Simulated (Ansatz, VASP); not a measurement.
Br: VASP beside Ansatz

INCAR

```
PREC = Accurate ; ENCUT = 520
EDIFF = 1E-6 ; ISMEAR = -1
SIGMA = 0.05 ; LREAL = F
LASPH = T ; NELM = 60
ALGO = Normal ; ISIF = 2
LWAVE = F ; LCHARG = T
GGA = PE ; LELF = T
LVHAR = T ; NBANDS = 14
```

The input KPOINTS:

```
Automatic mesh
0
Gamma
  14 14 8
```

Contents of POSCAR:

```
Br
1.0
    2.6388808427      0.0000000000      0.0000000000
   -1.3194404214      2.2853378473      0.0000000000
    0.0000000000      0.0000000000      4.2838534414
Br
2
Direct
    0.3333333333      0.6666666667      0.2500000000
    0.6666666667      0.3333333333      0.7500000000
```

Input for Ansatz:

```yaml
crystal:
  lattice:
    - [2.6388808427, 0.0, 0.0]
    - [-1.3194404214, 2.2853378473, 0.0]
    - [0.0, 0.0, 4.2838534414]
  atoms:
    - { symbol: Br, position: [0.3333333333, 0.6666666667, 0.25] }
    - { symbol: Br, position: [0.6666666667, 0.3333333333, 0.75] }
kpoints:
  mp_grid: { grid: [14, 14, 8] }
  band_path:
    path:
      - [0.0, 0.0, 0.0]
      - [0.5, 0.0, 0.0]
      - [0.3333333333, 0.3333333333, 0.0]
      - [0.0, 0.0, 0.0]
      - [0.0, 0.0, 0.5]
      - [0.5, 0.0, 0.5]
      - [0.3333333333, 0.3333333333, 0.5]
      - [0.0, 0.0, 0.5]
      - [0.5, 0.0, 0.5]
    npoints: 8
scf:
  occupations: { method: fermi_dirac, width: 0.05 }
hamiltonian:
  xc: pbe
  pseudopotentials: { kind: paw }
output:
  forces: true
  stress: true
  eigenvalues: true
  populations: true
  dos: { projected: true, de: 0.2, e_range: [-14, 8] }
```

Change from the starting cell: volume scaled by 0.45, PAW files.

Alike in both runs: task single point; functional PBE; k mesh 14 × 14 × 8; occupations fermi-dirac, width 0.05 eV; no spin polarisation.

```csv
,VASP,Ansatz
version,VASP 6.6.1,Ansatz 0.2.0
potentials or method,"VASP PAW PBE potentials, release 64 (Br)","PAW with Ansatz's default frozen-core files, scalar-relativistic"
plane-wave cutoff (eV),520,420
valence electrons in the cell,14,14
```

```tsv
	VASP	Ansatz	Ansatz less VASP
pressure (GPa)	122.3	122.0	-0.24
traceless stress, the component that is largest in VASP (GPa)	0.52	0.54	+0.021
```

Both programs put the cell under a high pressure, so it lies far from rest at this level.

Noted on VASP's run: the cell as given lies far from equilibrium.
